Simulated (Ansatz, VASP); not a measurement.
**Zr: VASP beside Ansatz**

The input INCAR:

```
SYSTEM = Zr
PREC     = Accurate       ! precision mode
ENCUT    = 520            ! plane-wave cutoff, eV
EDIFF    = 1E-7           ! SCF threshold, eV
ISMEAR   = 0              ! smearing method
SIGMA    = 0.15           ! smearing width, eV
LREAL    = .False.        ! projectors in reciprocal space
LASPH    = .True.         ! aspherical terms in the spheres
NELM     = 100            ! most SCF steps
ALGO     = Fast           ! electronic algorithm
ISIF     = 2              ! what is computed and relaxed
LWAVE    = .False.        ! write WAVECAR
LCHARG   = .False.        ! write CHGCAR
GGA      = PS             ! functional
NBANDS   = 19             ! bands
```

File KPOINTS:

```
Automatic mesh
0
Gamma
  18 18 10
  0 0 0
```

File POSCAR:

```
Zr
1.0
    3.2319982225      0.0000000000      0.0000000000
   -1.6159991112      2.7989925657      0.0000000000
    0.0000000000      0.0000000000      5.1470000000
Zr
2
Direct
    0.3065379781      0.6130759563      0.2208568098
    0.6666666667      0.3333333333      0.7500000000
```

Input for Ansatz:

```yaml
crystal:
  lattice:
    - [3.2319982225, 0.0, 0.0]
    - [-1.6159991112, 2.7989925657, 0.0]
    - [0.0, 0.0, 5.147]
  atoms:
    - { symbol: Zr, position: [0.3065379781, 0.6130759563, 0.2208568098] }
    - { symbol: Zr, position: [0.6666666667, 0.3333333333, 0.75] }
basis:
  ecutwfc: 420
kpoints:
  mp_grid: { grid: [18, 18, 10] }
hamiltonian:
  xc: pbesol
scf:
  occupations: { method: gaussian, width: 0.15 }
output:
  forces: true
  stress: true
  eigenvalues: true
```

Alike in both runs: task single point; functional PBEsol; k mesh 18 × 18 × 10; occupations gaussian, width 0.15 eV; no spin polarisation.

```csv
,VASP,Ansatz
version,VASP 6.6.1,Ansatz 0.2.0
potentials or method,"VASP PAW PBE potentials, release 64 (Zr_sv), cutoff 520 eV","scalar-relativistic, plane waves, PAW"
valence electrons in the cell,24,24
```

Ansatz gave:

| Property | Result |
| --- | --- |
| gap on the k mesh at the Fermi level (eV) | none |
| pressure (GPa) | -2.6 |
| traceless stress, the component that is largest in VASP (GPa) | -1.38 |
| rms of the force components (eV/Å) | 0.386 |

Task: Which values does VASP return?

Result: gap on the k mesh at the Fermi level (eV): none; pressure (GPa): -2.5; traceless stress, the component that is largest in VASP (GPa): -1.38; rms of the force components (eV/Å): 0.388.

VASP's potentials were made for PBE, not for PBEsol. Atom by atom the forces differ by 0.002 eV/Å (rms over components). A gap of «none» marks a metal or a gap that the smearing closes.
